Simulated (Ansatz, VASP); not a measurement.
**One calculation of KBr, two programs**

INCAR

```
SYSTEM = KBr
ALGO = Normal
EDIFF = 1E-7
ENCUT = 520
GGA = PE
ISIF = 2
ISMEAR = 0
LASPH = .True.
LCHARG = .False.
LREAL = .False.
LWAVE = .False.
NBANDS = 15
NELM = 100
PREC = Accurate
SIGMA = 0.01
```

KPOINTS

```
k-points
0
Gamma
  6 6 6
  0 0 0
```

File POSCAR:

```
KBr
1.0
    3.9758690659      0.0000000000      0.0000000000
    0.0000000000      3.9758690659      0.0000000000
    0.0000000000      0.0000000000      3.9758690659
K Br
1 1
Direct
    0.0000000000      0.0000000000      0.0000000000
    0.5000000000      0.5000000000      0.5000000000
```

Input for Ansatz:

```yaml
crystal:
  lattice:
    - [3.9758690659, 0.0, 0.0]
    - [0.0, 3.9758690659, 0.0]
    - [0.0, 0.0, 3.9758690659]
  atoms:
    - { symbol: K, position: [0.0, 0.0, 0.0] }
    - { symbol: Br, position: [0.5, 0.5, 0.5] }
kpoints:
  mp_grid: { grid: [6, 6, 6] }
  band_path:
    path:
      - [0.0, 0.0, 0.0]
      - [0.0, 0.5, 0.0]
      - [0.5, 0.5, 0.0]
      - [0.5, 0.5, 0.5]
      - [0.0, 0.5, 0.5]
    npoints: 1
hamiltonian:
  xc: pbe
scf:
  occupations: { method: fixed }
  n_extra_bands: 4
output:
  forces: true
  stress: true
  eigenvalues: true
```

Alike in both runs: task single point; functional PBE; k mesh 6 × 6 × 6; no spin polarisation.

|  | VASP | Ansatz |
| --- | --- | --- |
| version | VASP 6.6.1 | Ansatz 0.2.0 |
| potentials or method | VASP PAW PBE potentials, release 64 (K_sv, Br) | plane waves, PAW |
| plane-wave cutoff (eV) | 520 | 420 |
| occupations | gaussian, width 0.01 eV | fixed |
| valence electrons in the cell | 16 | 16 |

Ansatz gave:

* gap on the k mesh at the Fermi level (eV): 4.02
* pressure (GPa): 0.8

What did VASP give for the same quantities?

gap on the k mesh at the Fermi level (eV): 4.02; pressure (GPa): 0.9.
